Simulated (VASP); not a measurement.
A run of VASP 6.6.1 is set up as follows.

File INCAR:

```
PREC     = Accurate       # precision mode
ENCUT    = 520            # plane-wave cutoff, eV
EDIFF    = 1E-6           # SCF threshold, eV
ISMEAR   = 1              # smearing method
SIGMA    = 0.01           # smearing width, eV
LREAL    = F              # projectors in reciprocal space
LASPH    = T              # aspherical terms in the spheres
NELM     = 150            # most SCF steps
ALGO     = Normal         # electronic algorithm
ISIF     = 2              # what is computed and relaxed
LWAVE    = F              # write WAVECAR
LCHARG   = F              # write CHGCAR
LMAXMIX  = 4              # l up to which the mixer works
LDAU     = T              # DFT+U
LDAUTYPE = 2            
LDAUL    = -1 2 -1        # shell
LDAUU    = 0 4 0          # U, eV
LDAUJ    = 0 0 0        
LDAUPRINT= 1            
NBANDS   = 28             # bands
```

File KPOINTS:

```
regular mesh
0
Gamma
  4 4 4
```

The input POSCAR:

```
BaTiO3
1.0
    4.0060000000      0.0000000000      0.0000000000
    0.0000000000      4.0060000000      0.0000000000
    0.0000000000      0.0000000000      4.0060000000
Ba Ti O
1 1 3
Direct
    0.5000000000      0.5000000000      0.5000000000
    0.0000000000      0.0000000000      0.0000000000
    0.5000000000      0.0000000000      0.0000000000
    0.0000000000      0.5000000000      0.0000000000
    0.0000000000      0.0000000000      0.5000000000
```

Potentials or basis: VASP PAW LDA potentials, release 64 (Ba_sv, Ti_sv, O).

The run is started by

```sh
$ cat potpaw_LDA.64/Ba_sv/POTCAR potpaw_LDA.64/Ti_sv/POTCAR potpaw_LDA.64/O/POTCAR > POTCAR
$ mpirun -np 1 vasp_std > vasp.out
```

**Question.** Estimate the band gap on the k mesh.

**Answer.** 2.09 eV, indirect (least direct gap 2.27 eV).

**Question.** Estimate the pressure.

**Answer.** -4.1 GPa.

Eigenvalues of the final occupation matrices:
```tsv
site	spin	trace	eigenvalues
site 2 d	1	0.80	0.11 0.11 0.11 0.24 0.24
site 2 d	2	0.80	0.11 0.11 0.11 0.24 0.24
```

Caveat: spin-orbit coupling is left out, which moves the levels of the heavy elements. A k mesh can miss the band edges.
